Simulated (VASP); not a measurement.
# Li2Ta (P4_2/mnm) in VASP: relaxation of cell and atoms with PBE

Aim: the relaxation of cell and atoms of Li2Ta with PBE.

Everything below comes from runs of VASP 6.6.1. Logs are shortened: lines on timing, memory, paths and dates and some standing lists are left out, and cuts for length are marked.

### 1 The cell of the first run

It takes space group P4_2/mnm (No. 136, tetragonal). Conventional cell: a = 7.841 Å, b = 7.841 Å, c = 2.530 Å, α = 90.00°, β = 90.00°, γ = 90.00°. Within 3.3 Å of Li (site symmetry m2m) lie 2 Li at 2.53 Å and 3 Ta at 2.82 to 3.00 Å. Ta (site symmetry mmm) has 2 Ta at 2.53 Å and 6 Li at 2.82 to 3.00 Å within 3.3 Å.

### 2 Relaxation of cell and atoms, PBE

File INCAR:

```
SYSTEM = Li2Ta
  PREC = Accurate
  ENCUT = 600
  EDIFF = 1E-7
  ISMEAR = 0
  SIGMA = 0.1
  LREAL = .FALSE.
  LASPH = .TRUE.
  NELM = 80
  ALGO = Fast
  ISIF = 3
  LWAVE = .FALSE.
  LCHARG = .FALSE.
  GGA = PE
  IBRION = 2
  NSW = 100
  EDIFFG = -0.01
```

File KPOINTS:

```
regular mesh
0
G
  6 6 14
  0 0 0
```

File POSCAR:

```
Li2Ta
1.0
    7.8414826445      0.0000000000      0.0000000000
    0.0000000000      7.8414826445      0.0000000000
    0.0000000000      0.0000000000      2.5297477273
Li Ta
4 2
Direct
    0.2544528339      0.2544528339      0.0000000000
    0.2455471661      0.7544528339      0.5000000000
    0.7455471661      0.7455471661      0.0000000000
    0.7544528339      0.2455471661      0.5000000000
    0.0000000000      0.0000000000      0.0000000000
    0.5000000000      0.5000000000      0.5000000000
```

Potentials or basis: VASP PAW PBE potentials, release 64 (Li_sv, Ta_pv).

Command:

```console
> cat potpaw_PBE.64/Li_sv/POTCAR potpaw_PBE.64/Ta_pv/POTCAR > POTCAR
> mpirun -np 1 vasp_std > vasp.out
```

OUTCAR:

```text
SYSTEM = Li2Ta
   PREC = Accurate
   ENCUT = 600
   EDIFF = 1E-7
   ISMEAR = 0
   LREAL = .FALSE.
   LASPH = .TRUE.
   NELM = 80
   ISIF = 3
   GGA = PE
   IBRION = 2
   NSW = 100
   EDIFFG = -0.01

 ion  position               nearest neighbor table
   1  0.254  0.254  0.000-   5 2.82   6 3.00   6 3.00
   2  0.246  0.754  0.500-   6 2.82   5 3.00   5 3.00
   3  0.746  0.746  0.000-   5 2.82   6 3.00   6 3.00
   4  0.754  0.246  0.500-   6 2.82   5 3.00   5 3.00
   5  0.000  0.000  0.000-   1 2.82   3 2.82   2 3.00   4 3.00   2 3.00   4 3.00
   6  0.500  0.500  0.500-   2 2.82   4 2.82   3 3.00   1 3.00   1 3.00   3 3.00

  LATTYP: Found a simple tetragonal cell.
 ALAT       =     7.8414826445
 C/A-ratio  =     0.3226108941

  Lattice vectors:

 A1 = (   7.8414826445,   0.0000000000,   0.0000000000)
 A2 = (   0.0000000000,   7.8414826445,   0.0000000000)
 A3 = (   0.0000000000,   0.0000000000,   2.5297477273)

Analysis of symmetry for initial positions (statically):
=====================================================================
 Subroutine PRICEL returns:
 Original cell was already a primitive cell.

 Routine SETGRP: Setting up the symmetry group for a
 simple tetragonal supercell.

 Subroutine GETGRP returns: Found 16 space group operations
 (whereof  8 operations were pure point group operations)
 out of a pool of 16 trial point group operations.

The static configuration has the point symmetry D_2h.
 The point group associated with its full space group is D_4h.

Analysis of symmetry for dynamics (positions and initial velocities):
=====================================================================
 Subroutine PRICEL returns:
 Original cell was already a primitive cell.

 Routine SETGRP: Setting up the symmetry group for a
 simple tetragonal supercell.

 Subroutine GETGRP returns: Found 16 space group operations
 (whereof  8 operations were pure point group operations)
 out of a pool of 16 trial point group operations.

The dynamic configuration has the point symmetry D_2h.
 The point group associated with its full space group is D_4h.

 Subroutine INISYM returns: Found 16 space group operations
 (whereof  8 operations are pure point group operations),
 and found     1 'primitive' translations

----------------------------------------------------------------------------------------

                                     Primitive cell

  volume of cell :     155.5513

[... 128 lines left out ...]
 non-spin polarized calculation
 RMM-DIIS sequential band-by-band and
 Gauss-broadening in eV      SIGMA  =   0.10
  energy-cutoff  :      600.00
  volume of cell :      155.55
 maximum number of plane-waves:      5240
 NGX is ok and might be reduce to    64
   NGX = 31   NGY = 31   NGZ = 11

--------------------------------------- Ionic step        1  -------------------------------------------

 number of electron      34.0000019 magnetization

 Free energy of the ion-electron system (eV)
  ---------------------------------------------------
  ext. energy  EPLUGINS =         0.00000000
  ---------------------------------------------------
  free energy    TOTEN  =       -24.67922498 eV

  energy without entropy =      -24.64743308  energy(sigma->0) =      -24.66332903

------------------------ aborting loop EDIFF was not reached (unconverged)  ----------------------------

  FORCE on cell =-STRESS in cart. coord.  units (eV):
  Direction    XX          YY          ZZ          XY          YZ          ZX
  --------------------------------------------------------------------------------------
  -------------------------------------------------------------------------------------
  Total       -0.1227102     -0.1227102     -1.2310859     -0.0000000      0.0000000      0.0000000
  in kB       -1.2639146     -1.2639146    -12.6801784     -0.0000000      0.0000000      0.0000000
  external PRESSURE =      -5.0693359 kB  Pullay stress =       0.0000000 kB
[... 27 lines left out ...]
--------------------------------------- Ionic step        2  -------------------------------------------

 number of electron      34.0000018 magnetization

------------------------ aborting loop EDIFF was not reached (unconverged)  ----------------------------

  FORCE on cell =-STRESS in cart. coord.  units (eV):
  Direction    XX          YY          ZZ          XY          YZ          ZX
  --------------------------------------------------------------------------------------
  -------------------------------------------------------------------------------------
  Total       -0.0856979     -0.0856979      0.0662513     -0.0000000      0.0000000      0.0000000
  in kB       -0.8932748     -0.8932748      0.6905717     -0.0000000      0.0000000      0.0000000
  external PRESSURE =      -0.3653260 kB  Pullay stress =       0.0000000 kB
[... 107 lines left out ...]
--------------------------------------- Ionic step        5  -------------------------------------------

 number of electron      34.0000021 magnetization

 Free energy of the ion-electron system (eV)
  ---------------------------------------------------
  ext. energy  EPLUGINS =         0.00000000
  ---------------------------------------------------
  free energy    TOTEN  =       -24.68490966 eV

  energy without entropy =      -24.65422960  energy(sigma->0) =      -24.66956963

 E-fermi :   0.3775     XC(G=0):  -7.6807

 val. band max:        0.3715431616   @ k =   0.3333   0.0000   0.1429
 cond. band min:       0.3802960107   @ k =   0.5000   0.1667   0.1429
 fundamental gap:      0.0087528491
 Fermi energy:         0.3774970017

 k-point     1 :       0.0000    0.0000    0.0000
  band No.  band energies     occupation
      1     -45.6256      2.00000
      2     -45.6256      2.00000
      3     -45.6256      2.00000
      4     -45.6251      2.00000
      5     -33.9757      2.00000
      6     -33.9757      2.00000
[... 565 lines left out ...]
     20       0.4928      0.10298
     21       0.6212      0.00057

 [... further k-points ...]

------------------------ aborting loop because EDIFF is reached ----------------------------------------

  FORCE on cell =-STRESS in cart. coord.  units (eV):
  Direction    XX          YY          ZZ          XY          YZ          ZX
  --------------------------------------------------------------------------------------
  -------------------------------------------------------------------------------------
  Total        0.0192525      0.0192525      0.0192106     -0.0000000      0.0000000      0.0000000
  in kB        0.2014583      0.2014583      0.2010206     -0.0000000      0.0000000      0.0000000
  external PRESSURE =       0.2013124 kB  Pullay stress =       0.0000000 kB
[... 21 lines left out ...]
  FREE ENERGIE OF THE ION-ELECTRON SYSTEM (eV)
  ---------------------------------------------------
  free  energy   TOTEN  =       -24.6849096565 eV

  energy  without entropy=      -24.6542296003  energy(sigma->0) =      -24.66956963

 reached required accuracy - stopping structural energy minimisation
```

CONTCAR:

```text
Li2Ta
   1.00000000000000
     7.8164807397092604    0.0000000000000000    0.0000000000000000
     0.0000000000000000    7.8164807397092604    0.0000000000000000
     0.0000000000000000    0.0000000000000000    2.5060490655537606
  Li              Ta
     4     2
Direct
     0.2548037124489187    0.2548037124489187    0.0000000000000000
     0.2451962875510813    0.7548037124489186    0.5000000000000000
     0.7451962875510814    0.7451962875510814    0.0000000000000000
     0.7548037124489186    0.2451962875510813    0.5000000000000000
     0.0000000000000000    0.0000000000000000    0.0000000000000000
     0.5000000000000000    0.5000000000000000    0.5000000000000000

  0.00000000E+00  0.00000000E+00  0.00000000E+00
  0.00000000E+00  0.00000000E+00  0.00000000E+00
  0.00000000E+00  0.00000000E+00  0.00000000E+00
  0.00000000E+00  0.00000000E+00  0.00000000E+00
  0.00000000E+00  0.00000000E+00  0.00000000E+00
  0.00000000E+00  0.00000000E+00  0.00000000E+00
```

Run time: 35 min. Hardware: 1 thread of AMD EPYC 9R45 (Zen 5), shared host; peak memory 0.47 GiB.

What came out:

* Free energy: -24.6849 eV
* Relaxed volume: 25.52 Å³/atom
* Relaxed cell: a = 7.816 Å, b = 7.816 Å, c = 2.506 Å, α = 90.00°, β = 90.00°, γ = 90.00°
* Space group after relaxing (to 0.1 Å): P4_2/mnm (No. 136)
* Energy gained by relaxing: 0.9 meV/atom
* Ionic steps: 5
* Pressure after relaxing: 0.0 GPa
* Largest force after relaxing: 0.010 eV/Å

Forces in eV/Å, atoms in the order of the input:
```
Li   0.007  0.007  0.000
Li  -0.007  0.007  0.000
Li  -0.007 -0.007  0.000
Li   0.007 -0.007  0.000
Ta   0.000  0.000  0.000
Ta   0.000  0.000  0.000
```

Step by step:
| step | energy change (eV) | largest force (eV/Å) | pressure (GPa) | volume (Å³) |
| --- | --- | --- | --- | --- |
| 1 | 0.0000 | 0.0369 | -0.51 | 155.55 |
| 2 | 0.0096 | 0.0148 | -0.04 | 153.71 |
| 3 | 0.0095 | 0.0155 | -0.06 | 153.76 |
| 4 | -0.0056 | 0.0137 | -0.03 | 153.54 |
| 5 | -0.0057 | 0.0097 | 0.02 | 153.11 |

Final structure:
```cif
data_structure
_symmetry_space_group_name_H-M 'P 1'
_symmetry_Int_Tables_number 1
_cell_length_a 7.8165
_cell_length_b 7.8165
_cell_length_c 2.5060
_cell_angle_alpha 90.000
_cell_angle_beta 90.000
_cell_angle_gamma 90.000
_cell_volume 153.11
loop_
_atom_site_label
_atom_site_type_symbol
_atom_site_fract_x
_atom_site_fract_y
_atom_site_fract_z
_atom_site_occupancy
Li1 Li 0.25480 0.25480 0.00000 1
Li2 Li 0.24520 0.75480 0.50000 1
Li3 Li 0.74520 0.74520 0.00000 1
Li4 Li 0.75480 0.24520 0.50000 1
Ta1 Ta 0.00000 0.00000 0.00000 1
Ta2 Ta 0.50000 0.50000 0.50000 1
```

Caveat: the cutoff is under 1.25 times the usual one of these potentials, so pressure, stress and relaxed cells hold a basis-set (Pulay) error; the bands computed are all filled at some k points, so no gap is given; spin-orbit coupling is left out, which moves the levels of the heavy elements.
